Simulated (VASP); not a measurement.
Set up this calculation in VASP 6.6.1, as the native input.

```yaml
Task: single point
Functional: PBE
Potentials_or_basis: VASP PAW PBE potentials, release 64 (Al, Co, O)
Cutoff: 520 eV
k_mesh: 2 × 2 × 2
Occupations: methfessel-paxton, width 0.1 eV
Spin: no spin polarisation
Dipole_correction: no
Further_INCAR_settings: LREAL = Auto; ALGO = Normal; EDIFF = 1e-07; NBANDS = 121
```

The structure of Al16Co16O (a cell with a defect) lies in POSCAR:

```
Al16Co16O
1.0
    0.0000000000      5.7030923000      5.7030923000
    5.7030923000      0.0000000000      5.7030923000
    5.7030923000      5.7030923000      0.0000000000
Al Co O
16 16 1
Direct
   -0.0017344099     -0.0002804619      0.0018911670
    0.2488457008      0.2449625443      0.2608467340
   -0.0043453619      0.0100491097      0.4951177101
    0.2504541264      0.2515528286      0.7497025780
    0.0021846920      0.4998194576     -0.0020242527
    0.2513311945      0.7544009063      0.2394392249
   -0.0044050664      0.4981859578      0.4950127670
    0.2504292277      0.7493997598      0.7497285289
    0.5051449895     -0.0113644487      0.0045602453
    0.7503606421      0.2476207513      0.2497969391
    0.5022932033     -0.0002941387      0.4978627998
    0.7607158138      0.2450164624      0.7488248963
    0.5050407478      0.5006659282      0.0045005409
    0.7503462639      0.7516429289      0.2498106159
    0.4999270308      0.4997978027      0.5002247640
    0.7393133897      0.7544983096      0.7513095133
    0.1283076727      0.1270967507      0.1224064881
    0.3722736523      0.3775320277      0.3767336888
    0.1274770706      0.1223312658      0.6271700179
    0.4101875574      0.3376320071      0.9117891183
    0.1281743240      0.6216339862      0.1231929913
    0.3724191874      0.8736697107      0.3758350536
    0.0883752136      0.6594483838      0.5899662539
    0.3729872126      0.8768221233      0.8726785818
    0.6301889941      0.1198632188      0.1296529954
    0.8729745615      0.3768347744      0.3726759779
    0.6234220512      0.1263841548      0.6278836658
    0.8777513560      0.3776544174      0.8718498208
    0.6274835320      0.6223266806      0.1271816169
    0.8705037090      0.8795472239      0.3699692884
    0.6243199851      0.6217689130      0.6277377801
    0.8769647652      0.8728427909      0.8719830819
    0.2552728280      0.5050830933      0.7448858052
```

The input as run:

INCAR

```
SYSTEM = Al16Co16O
PREC = Accurate
ENCUT = 520
EDIFF = 1E-7
ISMEAR = 1
SIGMA = 0.1
LREAL = Auto
LASPH = .TRUE.
NELM = 80
ALGO = Normal
ISIF = 2
LWAVE = .FALSE.
LCHARG = .FALSE.
GGA = PE
NBANDS = 121
```

KPOINTS

```
Automatic mesh
0
G
  2 2 2
  0 0 0
```

Potentials or basis: VASP PAW PBE potentials, release 64 (Al, Co, O).

The run is started by

```bash
$ cat potpaw_PBE.64/Al/POTCAR potpaw_PBE.64/Co/POTCAR potpaw_PBE.64/O/POTCAR > POTCAR
$ mpirun -np 1 vasp_std > vasp.out
```

It gave:

| Quantity | Value |
| --- | --- |
| Pressure | 5.2 GPa |
| Largest force | 0.041 eV/Å |
| Band gap on the k mesh | zero (bands 99 and 100 overlap by 0.24 eV) |

Caveat: the k points lie up to 0.48 Å⁻¹ apart; the run has no spin polarisation, though such a crystal can be magnetic.

It took 35 min on 1 thread of Oxide Virtual Turin-like Processor, on a shared host, peak memory 0.55 GiB.
